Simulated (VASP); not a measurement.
Wanted: the native input for a VASP 6.6.1 run.

```
Task                   : relaxation of cell and atoms
Functional             : PBE
Potentials or basis    : VASP PAW PBE potentials, release 64 (Mn_pv, Cu)
Cutoff                 : 600 eV
k mesh                 : 12 × 12 × 12
Occupations            : gaussian, width 0.1 eV
Spin                   : collinear spin, ferromagnetic start
Starting moments       : [4.0, 4.0, 4.0, 0.0] μB
Dipole correction      : no
Further INCAR settings : ALGO = Normal; EDIFF = 1e-07; IBRION = 2; EDIFFG = -0.01; NSW = 80; ISIF = 3
```

The structure of Mn3Cu lies in POSCAR:

```
Mn3Cu
1.0
    3.5343305851      0.0000000000      0.0000000000
    0.0000000000      3.5343305851      0.0000000000
    0.0000000000      0.0000000000      3.5343305851
Mn Cu
3 1
Direct
    0.0000000000      0.5000000000      0.5000000000
    0.5000000000      0.0000000000      0.5000000000
    0.5000000000      0.5000000000      0.0000000000
    0.0000000000      0.0000000000      0.0000000000
```

One way to write it, as run:

INCAR

```
SYSTEM = Mn3Cu
ALGO = Normal
EDIFF = 1E-7
EDIFFG = -0.01
ENCUT = 600
GGA = PE
IBRION = 2
ISIF = 3
ISMEAR = 0
ISPIN = 2
LASPH = .True.
LCHARG = .False.
LMAXMIX = 4
LORBIT = 11
LREAL = .False.
LWAVE = .False.
MAGMOM = 4 4 4 0
NELM = 150
NSW = 80
PREC = Accurate
SIGMA = 0.1
```

KPOINTS

```
k-points
0
Gamma
  12 12 12
  0 0 0
```

Potentials or basis: VASP PAW PBE potentials, release 64 (Mn_pv, Cu).

Run with:

```bash
$ cat potpaw_PBE.64/Mn_pv/POTCAR potpaw_PBE.64/Cu/POTCAR > POTCAR
$ mpirun -np 1 vasp_std > vasp.out
```

It gave:

| Quantity | Value |
| --- | --- |
| Relaxed volume | 11.05 Å³/atom |
| Relaxed cell | a = 3.536 Å, b = 3.536 Å, c = 3.536 Å, α = 90.00°, β = 90.00°, γ = 90.00° |
| Space group after relaxing (to 0.1 Å) | Pm-3m (No. 221) |
| Energy gained by relaxing | 0.0 meV/atom |
| Ionic steps | 3 |
| Pressure after relaxing | 0.0 GPa |
| Net moment | 1.83 μB per cell |
| Site moments | Mn +0.61; Cu -0.03 μB |
| Valence electrons inside the program's atomic spheres | Mn 11.87; Cu 10.22 |

Wall time 10 min on 1 thread of Oxide Virtual Turin-like Processor, with other jobs on the host, peak memory 0.31 GiB.
